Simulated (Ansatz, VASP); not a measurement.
One calculation of PbSe, two programs

INCAR

```
ALGO     = Normal         # electronic algorithm
EDIFF    = 1E-7           # SCF threshold, eV
ENCUT    = 520            # plane-wave cutoff, eV
ISIF     = 2              # what is computed and relaxed
ISMEAR   = 0              # smearing method
LASPH    = T              # aspherical terms in the spheres
LCHARG   = F              # write CHGCAR
LREAL    = F              # projectors in reciprocal space
LWAVE    = F              # write WAVECAR
NBANDS   = 28             # bands
NELM     = 60             # most SCF steps
PREC     = Accurate       # precision mode
SIGMA    = 0.01           # smearing width, eV
```

File KPOINTS:

```
k-points
0
Gamma
  6 6 6
```

Contents of POSCAR:

```
PbSe
1.0
    0.0000000000     12.0007990000      3.1254420000
    3.1181510000      0.0000000000      3.1254420000
    3.1181510000     12.0007990000      0.0000000000
Pb Se
2 2
Direct
    0.1907300000      0.8052670000      0.1947330000
    0.8052670000      0.1907300000      0.8092700000
    0.6744230000      0.2955810000      0.7044190000
    0.2955810000      0.6744230000      0.3255770000
```

Input for Ansatz:

```yaml
crystal:
  lattice:
    - [0.0, 12.000799, 3.125442]
    - [3.118151, 0.0, 3.125442]
    - [3.118151, 12.000799, 0.0]
  atoms:
    - { symbol: Pb, position: [0.19073, 0.805267, 0.194733] }
    - { symbol: Pb, position: [0.805267, 0.19073, 0.80927] }
    - { symbol: Se, position: [0.674423, 0.295581, 0.704419] }
    - { symbol: Se, position: [0.295581, 0.674423, 0.325577] }
kpoints:
  mp_grid:
    grid: [6, 6, 6]
hamiltonian:
  xc: lda
scf:
  occupations:
    method: fixed
  convergence:
    dr2_threshold: 1.0e-06
output:
  eigenvalues: true
```

Alike in both runs: task single point; functional LDA; k mesh 6 × 6 × 6; no spin polarisation.

```csv
,VASP,Ansatz
version,VASP 6.6.1,Ansatz 0.2.0
potentials or method,"VASP PAW LDA potentials, release 64 (Pb_d, Se)","plane waves, PAW"
plane-wave cutoff (eV),520,420
occupations,"gaussian, width 0.01 eV",fixed
valence electrons in the cell,40,60
```

```csv
,VASP,Ansatz,Ansatz less VASP
gap on the k mesh at the Fermi level (eV),1.59,1.59,+0.006
```

LDA's correlation is that of Perdew and Zunger in VASP and of Perdew and Wang (1992) in Ansatz. VASP's potentials hold 40 valence electrons a cell and Ansatz's 60, so a difference there can come from the potentials and not from the codes.

Spin-orbit coupling is off throughout.
